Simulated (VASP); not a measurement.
Write the native input for VASP 6.6.1 that does the following.

* Task: single point
* Functional: r2SCAN
* Potentials or basis: VASP PAW PBE potentials, release 64 (Sb)
* Cutoff: 520 eV
* k mesh: 7 × 7 × 7
* Occupations: fermi-dirac, width 0.05 eV
* Spin: no spin polarisation
* Dipole correction: no
* Further INCAR settings: ALGO = Normal; EDIFF = 1e-06; NBANDS = 18

Sb:

```
CELL_PARAMETERS angstrom
-4.03001 4.03001 2.02549
4.03001 -4.03001 2.02549
4.03001 4.03001 -2.02549
ATOMIC_POSITIONS crystal
Sb 0.65126 0.15126 0.80253
Sb 0.15126 0.34874 0.50000
Sb 0.34874 0.84874 0.19747
Sb 0.84874 0.65126 0.50000
```

These files were run (other wordings do the same):

POSCAR

```
Sb
1.0
   -4.0300106443      4.0300106443      2.0254867038
    4.0300106443     -4.0300106443      2.0254867038
    4.0300106443      4.0300106443     -2.0254867038
Sb
4
Direct
    0.6512630600      0.1512630600      0.8025261200
    0.1512630600      0.3487369400      0.5000000000
    0.3487369400      0.8487369400      0.1974738800
    0.8487369400      0.6512630600      0.5000000000
```

INCAR.step1

```
  PREC = Accurate
  ENCUT = 520
  ISMEAR = -1
  SIGMA = 0.05
  LREAL = F
  LASPH = T
  NELM = 80
  NBANDS = 18
  GGA = PE
  ALGO = Normal
  EDIFF = 1E-4
  LWAVE = T
  LCHARG = F
```

INCAR.step2

```
  PREC = Accurate
  ENCUT = 520
  EDIFF = 1E-6
  ISMEAR = -1
  SIGMA = 0.05
  LREAL = F
  LASPH = T
  NELM = 80
  ALGO = Normal
  ISIF = 2
  LWAVE = F
  LCHARG = F
  METAGGA = R2SCAN
  LMIXTAU = T
  NBANDS = 18
  ISTART = 1
```

KPOINTS

```
regular mesh
0
Gamma
  7 7 7
```

Potentials or basis: VASP PAW PBE potentials, release 64 (Sb).

Command:

```console
$ cat potpaw_PBE.64/Sb/POTCAR > POTCAR
$ cp INCAR.step1 INCAR
$ mpirun -np 1 vasp_std > vasp.out
$ cp INCAR.step2 INCAR
$ mpirun -np 1 vasp_std > vasp.out
```

It gave:

The pressure is 0.7 GPa, the largest force is 0.059 eV/Å and the band gap on the k mesh is zero (band 10 reaches 6.66 eV, above the bottom of band 11 at 4.96 eV).

Caveat: the PAW data sets were made with another functional, which shifts forces and pressure a little; spin-orbit coupling is left out, which moves the levels of the heavy elements.

Wall time 6.5 min on 1 thread of Intel(R) Xeon(R) Platinum 8259CL CPU @ 2.50GHz (Skylake/Cascade Lake) (shared host), peak memory 0.38 GiB.
